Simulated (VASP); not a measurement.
Set up this calculation in VASP 6.6.1, as the native input.

| Quantity | Value |
| --- | --- |
| Task | relaxation of cell and atoms |
| Functional | PBE |
| Potentials or basis | VASP PAW PBE potentials, release 64 (Ti_sv, N) |
| Cutoff | 600 eV |
| k mesh | 18 × 18 × 18 |
| Occupations | gaussian, width 0.1 eV |
| Spin | no spin polarisation |
| Dipole correction | no |
| Further INCAR settings | ALGO = Normal; EDIFF = 1e-06; IBRION = 2; EDIFFG = -0.005; NSW = 100; ISIF = 3 |

The structure of TiN lies in POSCAR:

```
TiN
1.0
    0.0000000000      2.1220000000      2.1220000000
    2.1220000000      0.0000000000      2.1220000000
    2.1220000000      2.1220000000      0.0000000000
Ti N
1 1
Direct
    0.0000000000      0.0000000000      0.0000000000
    0.5000000000      0.5000000000      0.5000000000
```

These files were run (other wordings do the same):

INCAR

```
SYSTEM = TiN
PREC = Accurate
ENCUT = 600
EDIFF = 1E-6
ISMEAR = 0
SIGMA = 0.1
LREAL = .FALSE.
LASPH = .TRUE.
NELM = 60
ALGO = Normal
ISIF = 3
LWAVE = .FALSE.
LCHARG = .FALSE.
GGA = PE
IBRION = 2
NSW = 100
EDIFFG = -0.005
```

KPOINTS

```
Automatic mesh
0
G
  18 18 18
  0 0 0
```

Potentials or basis: VASP PAW PBE potentials, release 64 (Ti_sv, N).

Command:

```sh
$ cat potpaw_PBE.64/Ti_sv/POTCAR potpaw_PBE.64/N/POTCAR > POTCAR
$ mpirun -np 1 vasp_std > vasp.out
```

It gave:

```
Relaxed volume                         : 9.59 Å³/atom
Relaxed cell                           : a = 3.004 Å, b = 3.004 Å, c = 3.004 Å, α = 60.00°, β = 60.00°, γ = 60.00°
Space group after relaxing (to 0.05 Å) : Fm-3m (No. 225)
Energy gained by relaxing              : 0.1 meV/atom
Ionic steps                            : 3
Pressure after relaxing                : 0.0 GPa
```

Run time: 98 s on 1 thread of Intel(R) Xeon(R) Platinum 8259CL CPU @ 2.50GHz (Skylake/Cascade Lake) (shared host), peak memory 0.19 GiB.
